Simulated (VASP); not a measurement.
# InAs (I-4m2) in VASP: notebook, part 2 of 2

VASP 6.6.1. Earlier steps stand in the parts before.

## (3) Single point, PBE (strain +0.015 along x and y, +0.030 along z)

The input, INCAR:

```
ALGO = Normal
EDIFF = 1E-6
ENCUT = 520
GGA = PE
ISIF = 2
ISMEAR = 0
LASPH = T
LCHARG = F
LREAL = F
LWAVE = F
NBANDS = 16
NELM = 60
PREC = Accurate
SIGMA = 0.15
```

The input, KPOINTS:

```
k-points
0
Gamma
  16 16 16
```

The input, POSCAR:

```
InAs
1.0
    0.0000000000      3.1397803528      3.1861810476
    3.1397803528      0.0000000000      3.1861810476
    3.1397803528      3.1397803528      0.0000000000
In As
1 1
Direct
    0.0000000000      0.0000000000      0.0000000000
    0.7500000000      0.7500000000      0.7500000000
```

Potentials or basis: VASP PAW PBE potentials, release 64 (In_d, As).

Command:

```bash
> cat potpaw_PBE.64/In_d/POTCAR potpaw_PBE.64/As/POTCAR > POTCAR
> mpirun -np 1 vasp_std > vasp.out
```

OUTCAR:

```text
EDIFF = 1E-6
   ENCUT = 520
   GGA = PE
   ISIF = 2
   ISMEAR = 0
   LASPH = T
   LREAL = F
   NELM = 60
   PREC = Accurate

 ion  position               nearest neighbor table
   1  0.000  0.000  0.000-   2 2.73   2 2.73   2 2.73   2 2.73
   2  0.750  0.750  0.750-   1 2.73   1 2.73   1 2.73   1 2.73

  LATTYP: Found a body centered tetragonal cell.
 ALAT       =     4.4403199578
 C/A-ratio  =     1.4351132702

  Lattice vectors:

 A1 = (  -3.1397803528,   0.0000000000,   3.1861810476)
 A2 = (   3.1397803528,   0.0000000000,   3.1861810476)
 A3 = (   0.0000000000,   3.1397803528,  -3.1861810476)

Analysis of symmetry for initial positions (statically):
=====================================================================
 Subroutine PRICEL returns:
 Original cell was already a primitive cell.

 Routine SETGRP: Setting up the symmetry group for a
 body centered tetragonal supercell.

 Subroutine GETGRP returns: Found  8 space group operations
 (whereof  8 operations were pure point group operations)
 out of a pool of 16 trial point group operations.

[... 156 lines left out ...]
  ---------------------------------------------------
  ext. energy  EPLUGINS =         0.00000000
  ---------------------------------------------------
  free energy    TOTEN  =        -7.69051743 eV

  energy without entropy =       -7.69032065  energy(sigma->0) =       -7.69041904

 E-fermi :   3.4595     XC(G=0):  -8.5444

 val. band max:        3.3257473840   @ k =   0.0000   0.0000   0.0000
 cond. band min:       3.6403091067   @ k =   0.0625   0.0000   0.0000
 fundamental gap:      0.3145617227
 Fermi energy:         3.4594969665

 k-point     1 :       0.0000    0.0000    0.0000
  band No.  band energies     occupation
      1     -10.8832      2.00000
      2     -10.8783      2.00000
      3     -10.8783      2.00000
      4     -10.8007      2.00000
      5     -10.7974      2.00000
      6      -7.8093      2.00000
[... 433 lines left out ...]
      3     -10.8763      2.00000
      4     -10.8014      2.00000
      5     -10.7968      2.00000
      6      -7.7235      2.00000
[... 8 lines left out ...]
     15      11.9061      0.00000
     16      12.2039      0.00000

 [... further k-points ...]
[... 5 lines left out ...]
  --------------------------------------------------------------------------------------
  -------------------------------------------------------------------------------------
  Total       -0.9050130     -0.9050130     -1.1025750      0.0000000      0.0000000      0.0000000
  in kB      -23.0816276    -23.0816276    -28.1202879      0.0000000      0.0000000      0.0000000
  external PRESSURE =     -24.7611810 kB  Pullay stress =       0.0000000 kB

 VOLUME and BASIS-vectors are now :
 -----------------------------------------------------------------------------
  energy-cutoff  :      520.00
  volume of cell :       62.82
      direct lattice vectors                 reciprocal lattice vectors
     0.000000000  3.139780353  3.186181048    -0.159246808  0.159246808  0.156927680
     3.139780353  0.000000000  3.186181048     0.159246808 -0.159246808  0.156927680
     3.139780353  3.139780353  0.000000000     0.159246808  0.159246808 -0.156927680

 POSITION                                       TOTAL-FORCE (eV/Angst)
 -----------------------------------------------------------------------------------
      0.00000      0.00000      0.00000         0.000000     -0.000000     -0.000000
      4.70967      4.70967      4.77927        -0.000000      0.000000      0.000000
 -----------------------------------------------------------------------------------
    total drift:                                0.000000      0.000000      0.000000

  FREE ENERGIE OF THE ION-ELECTRON SYSTEM (eV)
  ---------------------------------------------------
  free  energy   TOTEN  =        -7.6905174268 eV

  energy  without entropy=       -7.6903206456  energy(sigma->0) =       -7.69041904
```

OSZICAR:

```text
N       E                     dE             d eps       ncg     rms          rms(c)
DAV:   1     0.113164255983E+03    0.11316E+03   -0.81853E+03 11216   0.116E+03
DAV:   2     0.437839814106E-01   -0.11312E+03   -0.10861E+03 12368   0.289E+02
DAV:   3    -0.771605298486E+01   -0.77598E+01   -0.77209E+01 14328   0.749E+01
DAV:   4    -0.791965686326E+01   -0.20360E+00   -0.20355E+00 13952   0.139E+01
DAV:   5    -0.792955523977E+01   -0.98984E-02   -0.98982E-02 16856   0.256E+00    0.369E+00
DAV:   6    -0.770320374829E+01    0.22635E+00   -0.36924E-01 17688   0.894E+00    0.203E+00
DAV:   7    -0.768806282424E+01    0.15141E-01   -0.90930E-02 13920   0.231E+00    0.679E-01
DAV:   8    -0.768965467393E+01   -0.15918E-02   -0.10045E-02 13872   0.108E+00    0.135E-01
DAV:   9    -0.769032644490E+01   -0.67177E-03   -0.93522E-04 14296   0.280E-01    0.896E-02
DAV:  10    -0.769046588022E+01   -0.13944E-03   -0.13761E-04 14880   0.129E-01    0.451E-02
DAV:  11    -0.769051671599E+01   -0.50836E-04   -0.11173E-04 13440   0.911E-02    0.287E-02
DAV:  12    -0.769051742679E+01   -0.71080E-06   -0.41829E-06 13544   0.157E-02
   1 F= -.76905174E+01 E0= -.76904190E+01  d E =-.196781E-03
```

stdout:

```text
POSCAR found type information on POSCAR InAs
 POSCAR found :  2 types and       2 ions
 scaLAPACK will be used
 LDA part: xc-table for (Slater+PW92), standard interpolation
 POSCAR, INCAR and KPOINTS ok, starting setup
 FFT: planning ... GRIDC
 FFT: planning ... GRID_SOFT
 FFT: planning ... GRID
 WAVECAR not read
 entering main loop
```

Run time: 3.4 min. Hardware: 1 thread of Intel Xeon Platinum 8488C (Sapphire Rapids), shared host; peak memory 0.49 GiB.

What came out:

```
Free energy            : -7.6905 eV
Pressure               : -2.5 GPa
Band gap on the k mesh : zero (filled and empty bands touch)
```

Levels at points of the mesh, in eV from the Fermi level:
```tsv
k point	band 5	band 6	band 7	band 8	band 9	band 10	band 11	band 12	band 13	band 14
(0.00, 0.00, 0.00)	-14.26	-11.27	-0.99	-0.20	-0.13	-0.13	3.67	3.67	3.70	6.93
(0.50, 0.00, 0.00)	-14.25	-10.16	-5.33	-1.01	-0.93	0.54	4.39	4.47	6.47	8.27
(0.50, 0.50, 0.00)	-14.25	-9.77	-5.53	-2.03	-2.03	1.62	1.93	8.18	8.24	8.24
(0.50, 0.00, 0.50)	-14.24	-9.74	-5.46	-2.11	-2.10	1.56	1.81	8.18	8.29	8.29
```

Caveat: the cell differs from its parent crystal (strain +0.015 along x and y, +0.030 along z); semilocal functionals underestimate gaps, so a narrow gap can read as zero; spin-orbit coupling is left out, which moves the levels of the heavy elements.
